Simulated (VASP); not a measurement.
# TiSi5 in VASP: further runs

The runs below take TiSi5 through single point, with PBE.

Everything below comes from runs of VASP 6.6.1. Logs are shortened: lines on timing, memory, paths and dates and some standing lists are left out, and cuts for length are marked.

## Step 1: The cell of the first run

The cell holds an amorphous packing of atoms, 24 atoms: a = 7.379 Å, b = 7.174 Å, c = 7.314 Å, α = 90.32°, β = 90.42°, γ = 90.12°.

## Step 2: Single point, PBE

Input file INCAR:

```
PREC = Accurate
ENCUT = 520
EDIFF = 1E-6
ISMEAR = -1
SIGMA = 0.2163
LREAL = Auto
LASPH = True
NELM = 100
ALGO = Normal
ISIF = 2
LWAVE = False
LCHARG = True
GGA = PE
LELF = True
LVHAR = True
NBANDS = 82
ISYM = 0
```

Input file KPOINTS:

```
Automatic mesh
0
Gamma
  1 1 1
  0.25 0.25 0.25
```

Input file POSCAR:

```
TiSi5
1.0
    7.3792880000     -0.0073480000     -0.0270630000
   -0.0073480000      7.1740870000     -0.0200730000
   -0.0270630000     -0.0200730000      7.3139990000
Si Ti
20 4
Direct
    0.1231863053      0.5962001075      0.1917136324
    0.6082910899      0.7670454435      1.1656464658
    0.3076639458      0.7626411591      0.3753455265
    0.0087686635      0.4240780454      0.4477836031
    0.0338355927      1.0223161981      0.2875366329
    0.3715226454      0.7148324919      0.7501389254
    0.4382277508      0.4271874265      1.0053138770
    1.0854517410      0.2392810247      0.0862347217
    0.6694767405      0.4018213407      0.8010233265
    0.4886576815      0.0299128731      0.8085934909
    0.0843009435      0.8509537388      0.7096453843
    0.2056776208      0.1347041157      0.7802384399
    0.3775559722      0.1430093001      0.2605927924
    0.7370159025      0.7691429733      0.5928368145
    0.5976644154      0.5001678265      0.4374465270
    0.7974523661      0.1273216952      0.9368922776
    0.9427110711      0.8156670379     -0.0023288937
    0.6020319998      0.0459110214      0.4880152929
    0.3155604424     -0.1084355007      1.0483009892
    0.7231795883      0.2527721274      0.2765062320
    0.3430502928      0.3441142558      0.5379801632
    0.7925293288      0.4552560660      0.0806615610
    0.0691232643      0.5089869323      0.7902464271
    0.8958539526      0.1619926220      0.5844880719
```

Potentials or basis: VASP PAW PBE potentials, release 64 (Si, Ti_sv).

Run with:

```bash
$ cat potpaw_PBE.64/Si/POTCAR potpaw_PBE.64/Ti_sv/POTCAR > POTCAR
$ mpirun -np 1 vasp_std > vasp.out
```

OUTCAR:

```text
PREC = Accurate
   ENCUT = 520
   EDIFF = 1E-6
   ISMEAR = -1
   LREAL = Auto
   LASPH = True
   NELM = 100
   ISIF = 2
   GGA = PE
   ISYM = 0

 ion  position               nearest neighbor table
   1  0.123  0.596  0.192-   3 2.24   4 2.41  17 2.50   8 2.68  22 2.75  19 2.76   7 2.96  23 3.02

   2  0.608  0.767  0.166-  19 2.49  22 2.69   3 2.71  15 2.77  17 2.79   7 2.97  18 3.08
   3  0.308  0.763  0.375-   1 2.24  19 2.57   2 2.71   6 2.80   5 2.82  15 2.89  13 2.91  11 3.02
                            18 3.08
   4  0.009  0.424  0.448-  24 2.29   1 2.41  23 2.61  21 2.61  20 2.73   8 3.01  15 3.08   5 3.11

   5  0.034  0.022  0.288-   8 2.18  24 2.60  17 2.66  13 2.69   3 2.82  20 2.83  19 2.88   4 3.11

   6  0.372  0.715  0.750-  11 2.35  10 2.45  19 2.55  23 2.69   3 2.80   7 2.83  14 2.97
   7  0.438  0.427  0.005-   9 2.28  22 2.67  13 2.81   6 2.83   1 2.96   2 2.97   8 2.99  20 3.15

   8  0.085  0.239  0.086-   5 2.18  16 2.51  12 2.52  13 2.59  22 2.66   1 2.68  23 2.91   7 2.99
                             4 3.01  20 3.02  19 3.03
   9  0.669  0.402  0.801-  22 2.26   7 2.28  16 2.40  15 2.80  24 2.88  10 2.98  14 3.09
  10  0.489  0.030  0.809-  12 2.23  19 2.40   6 2.45  18 2.50  16 2.55   9 2.98  14 3.06
  11  0.084  0.851  0.710-  12 2.28   6 2.35  17 2.37  23 2.53  14 2.76  24 2.79  19 3.01   3 3.02

  12  0.206  0.135  0.780-  10 2.23  11 2.28   8 2.52  21 2.54  24 2.70  19 2.75  23 2.87
  13  0.378  0.143  0.261-  19 2.41  18 2.44  21 2.50   8 2.59  20 2.67   5 2.69   7 2.81   3 2.91

  14  0.737  0.769  0.593-  18 2.35  15 2.45  11 2.76   6 2.97  10 3.06   9 3.09
  15  0.598  0.500  0.437-  21 2.31  20 2.32  14 2.45   2 2.77   9 2.80   3 2.89  22 3.00   4 3.08

  16  0.797  0.127  0.937-   9 2.40   8 2.51  17 2.52  10 2.55  22 2.57  24 2.70  20 2.70
  17  0.943  0.816  0.998-  11 2.37   1 2.50  16 2.52   5 2.66   2 2.79  19 2.82  23 2.83  22 2.88

  18  0.602  0.046  0.488-  20 2.33  14 2.35  24 2.42  13 2.44  10 2.50  21 2.89   3 3.08   2 3.08

  19  0.316  0.892  0.048-  10 2.40  13 2.41   2 2.49   6 2.55   3 2.57  12 2.75   1 2.76  17 2.82
                             5 2.88  11 3.01   8 3.03
  20  0.723  0.253  0.277-  22 2.11  15 2.32  18 2.33  24 2.66  13 2.67  16 2.70   4 2.73   5 2.83
                             8 3.02   7 3.15
  21  0.343  0.344  0.538-  15 2.31  13 2.50  12 2.54   4 2.61  18 2.89
  22  0.793  0.455  0.081-  20 2.11   9 2.26  16 2.57   8 2.66   7 2.67   2 2.69   1 2.75  17 2.88
                            15 3.00
  23  0.069  0.509  0.790-  11 2.53   4 2.61   6 2.69  17 2.83  12 2.87   8 2.91   1 3.02
  24  0.896  0.162  0.584-   4 2.29  18 2.42   5 2.60  20 2.66  16 2.70  12 2.70  11 2.79   9 2.88

IMPORTANT INFORMATION: All symmetrisations will be switched off!
NOSYMM: (Re-)initialisation of all symmetry stuff for point group C_1.

----------------------------------------------------------------------------------------

                                     Primitive cell

  volume of cell :     387.1919

  direct lattice vectors                    reciprocal lattice vectors
     7.379288000 -0.007348000 -0.027063000     0.135516409  0.000140206  0.000501818
    -0.007348000  7.174087000 -0.020073000     0.000140206  0.139391775  0.000383074
    -0.027063000 -0.020073000  7.313999000     0.000501818  0.000383074  0.136727018

  length of vectors
     7.379341284  7.174118845  7.314076613     0.135517411  0.139392372  0.136728475

  position of ions in fractional coordinates (direct lattice)
     0.123186305  0.596200108  0.191713632
     0.608291090  0.767045444  0.165646466
     0.307663946  0.762641159  0.375345526
     0.008768663  0.424078045  0.447783603
     0.033835593  0.022316198  0.287536633
     0.371522645  0.714832492  0.750138925
[... 16 lines left out ...]
     0.069123264  0.508986932  0.790246427
     0.895853953  0.161992622  0.584488072

  ion indices of the primitive-cell ions
   primitive index   ion index
                 1           1
                 2           2
                 3           3
[... 47 lines left out ...]
   TEBEG  =    0.0;   TEEND  =   0.0 temperature during run
   PSTRESS=    0.0 pullay stress
   NELECT =     128.0000    total number of electrons
   NUPDOWN=      -1.0000    fix difference up-down
   EMIN   =  10.00;   EMAX   =-10.00  energy-range for DOS
   EFERMI =   0.00;   METHOD = LEGACY
   ISMEAR =    -1;   SIGMA  =   0.22  broadening in eV -4-tet -1-fermi 0-gaus
   EFERMI_NEDOS =   21; number of points for ismear=-14 and -15
   IALGO  =     38    algorithm
   IMIX   =      4    mixing-type and parameters
     AMIX     =   0.40;   BMIX     =  1.00
     AMIX_MAG =   1.60;   BMIX_MAG =  1.00
  volume/ion in A,a.u.               =      16.13       108.87
  Fermi-wavevector in a.u.,A,eV,Ry     =   1.131973  2.139119 17.433999  1.281363
  Thomas-Fermi vector in A             =   2.268673
   LORBIT       =      0    0 simple, 1 ext, 2 COOP (PROOUT), +10 PAW based schemes
   GGA     = PE    functional components
   LHFCALC =     F    Hartree Fock is set to
   AEXX    =    0.0000 exact exchange contribution
   IVDW    =     0    specifies the selected vdW correction
   LEPSILON=     F    determine dielectric tensor
   LRPA    =     F    only Hartree local field effects (RPA)
 non-spin polarized calculation
  energy-cutoff  :      520.00
  volume of cell :      387.19
 maximum number of plane-waves:     10431
 NGX is ok and might be reduce to    54
   NGX = 27   NGY = 27   NGZ = 27

 number of electron     128.0000006 magnetization

 Free energy of the ion-electron system (eV)
  ---------------------------------------------------
  ext. energy  EPLUGINS =         0.00000000
  ---------------------------------------------------
  free energy    TOTEN  =      -130.83753397 eV

  energy without entropy =     -128.63696485  energy(sigma->0) =     -129.73724941

 E-fermi :   8.6505     XC(G=0): -10.7930

 val. band max:        8.6021377848   @ k =   0.2500   0.2500   0.2500
 cond. band min:       8.6933718017   @ k =   0.2500   0.2500   0.2500
 fundamental gap:      0.0912340169
 Fermi energy:         8.6505370534

 k-point     1 :       0.2500    0.2500    0.2500
  band No.  band energies     occupation
      1     -48.4802      2.00000
      2     -48.0889      2.00000
      3     -47.9098      2.00000
      4     -47.7353      2.00000
      5     -24.8352      2.00000
      6     -24.7574      2.00000
[... 68 lines left out ...]
     75      10.0705      0.00281
     76      10.1024      0.00243
 [bands above 76 left out]

------------------------ aborting loop because EDIFF is reached ----------------------------------------

  FORCE on cell =-STRESS in cart. coord.  units (eV):
  Direction    XX          YY          ZZ          XY          YZ          ZX
  --------------------------------------------------------------------------------------
  -------------------------------------------------------------------------------------
  Total        9.5653008     13.5611551     14.6101602      4.1281629     -7.7735695     -6.0501930
  in kB       39.5806478     56.1152561     60.4559771     17.0820935    -32.1665699    -25.0353401
  external PRESSURE =      52.0506270 kB  Pullay stress =       0.0000000 kB

 VOLUME and BASIS-vectors are now :
 -----------------------------------------------------------------------------
  energy-cutoff  :      520.00
  volume of cell :      387.19
      direct lattice vectors                 reciprocal lattice vectors
     7.379288000 -0.007348000 -0.027063000     0.135516409  0.000140206  0.000501818
    -0.007348000  7.174087000 -0.020073000     0.000140206  0.139391775  0.000383074
    -0.027063000 -0.020073000  7.313999000     0.000501818  0.000383074  0.136727018

 POSITION                                       TOTAL-FORCE (eV/Angst)
 -----------------------------------------------------------------------------------
      0.89946      4.27244      1.38689        -0.532304     -1.075037     -0.720823
      4.47864      5.49506      1.17968        -0.457695     -0.668330      0.232851
      2.25458      5.46146      2.72164         1.295863     -0.128855      1.177343
      0.04947      3.03332      3.26634        -0.064798      2.064230     -1.552503
      0.24174      0.15408      2.10168        -0.028128     -1.376982      1.414807
      2.71602      5.11048      5.46211         0.625448     -0.985089     -0.958756
[... 16 lines left out ...]
      0.48495      3.63515      5.76777         0.338646     -1.060473      1.159184
      6.59376      1.14383      4.24745         0.712620     -1.935485      1.221699
 -----------------------------------------------------------------------------------
    total drift:                               -0.014133      0.009473     -0.006155

  FREE ENERGIE OF THE ION-ELECTRON SYSTEM (eV)
  ---------------------------------------------------
  free  energy   TOTEN  =      -130.8375339680 eV

  energy  without entropy=     -128.6369648471  energy(sigma->0) =     -129.73724941
```

Wall time 47 s (1 thread of Intel Xeon 6975P-C (Granite Rapids), shared host); peak memory 0.37 GiB.

What came out:

- Free energy: -130.8375 eV
- Pressure: 5.2 GPa
- Largest force: 5.269 eV/Å
- Band gap on the k mesh: 0.09 eV

Forces in eV/Å, atoms in the order of the input:
```
Si  -0.532 -1.075 -0.721
Si  -0.458 -0.668  0.233
Si   1.296 -0.129  1.177
Si  -0.065  2.064 -1.553
Si  -0.028 -1.377  1.415
Si   0.625 -0.985 -0.959
Si  -1.024  0.514  0.501
Si   0.424  1.801 -2.385
Si  -0.123 -0.364 -3.814
Si   1.513  0.696 -0.449
Si  -1.662 -0.543 -1.523
Si  -1.335  2.128  0.937
Si  -0.041  0.115 -0.459
Si   0.986 -0.445  0.546
Si   1.336  2.366 -0.766
Si   0.047 -0.906 -0.144
Si  -1.061  0.059  0.831
Si  -1.606 -0.566 -0.372
Si   0.245 -0.397  0.419
Si  -0.235 -3.808  2.934
Ti  -0.934 -0.511  1.742
Ti   1.581  5.027  0.030
Ti   0.339 -1.060  1.159
Ti   0.713 -1.935  1.222
```

Stress tensor (GPa, compression positive):
```
 3.96  1.71 -2.50
 1.71  5.61 -3.22
-2.50 -3.22  6.05
```

Caveat: the k points lie up to 0.88 Å⁻¹ apart.

[end of part 1 of 2]
